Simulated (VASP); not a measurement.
Wanted: the native input for a VASP 6.6.1 run.

```
Task                   : single point
Functional             : PBEsol
Potentials or basis    : VASP PAW PBE potentials, release 64 (Al, Ga_d, N)
Cutoff                 : 520 eV
k mesh                 : 6 × 6 × 6
Occupations            : gaussian, width 0.05 eV
Spin                   : no spin polarisation
Dipole correction      : no
Further INCAR settings : ALGO = Normal; EDIFF = 1e-07; NBANDS = 31
```

The structure of Al3GaN4 lies in POSCAR:

```
Al3GaN4
1.0
    4.4071184415      0.0000000000      0.0000000000
    0.0000000000      4.4071184415      0.0000000000
    0.0000000000      0.0000000000      4.4071184415
Al Ga N
3 1 4
Direct
    0.5000000000      0.5000000000      0.0000000000
    0.5000000000      0.0000000000      0.5000000000
    0.0000000000      0.5000000000      0.5000000000
    0.0000000000      0.0000000000      0.0000000000
    0.7447140287      0.7447140287      0.2552859713
    0.7447140287      0.2552859713      0.7447140287
    0.2552859713      0.7447140287      0.7447140287
    0.2552859713      0.2552859713      0.2552859713
```

These files were run (other wordings do the same):

INCAR

```
PREC     = Accurate       # precision mode
ENCUT    = 520            # plane-wave cutoff, eV
EDIFF    = 1E-7           # SCF threshold, eV
ISMEAR   = 0              # smearing method
SIGMA    = 0.05           # smearing width, eV
LREAL    = False          # projectors in reciprocal space
LASPH    = True           # aspherical terms in the spheres
NELM     = 100            # most SCF steps
ALGO     = Normal         # electronic algorithm
ISIF     = 2              # what is computed and relaxed
LWAVE    = False          # write WAVECAR
LCHARG   = False          # write CHGCAR
GGA      = PS             # functional
NBANDS   = 31             # bands
```

KPOINTS

```
regular mesh
0
Gamma
  6 6 6
```

Potentials or basis: VASP PAW PBE potentials, release 64 (Al, Ga_d, N).

The run is started by

```bash
$ cat potpaw_PBE.64/Al/POTCAR potpaw_PBE.64/Ga_d/POTCAR potpaw_PBE.64/N/POTCAR > POTCAR
$ mpirun -np 1 vasp_std > vasp.out
```

It gave:

| Property | Result |
| --- | --- |
| Pressure | -0.1 GPa |
| Largest force | 0.007 eV/Å |
| Band gap on the k mesh | 3.32 eV |

Caveat: the PAW data sets were made with another functional, which shifts forces and pressure a little.

Run time: 100 s on 1 thread of Intel Xeon 8259CL, with other jobs on the host, peak memory 0.22 GiB.
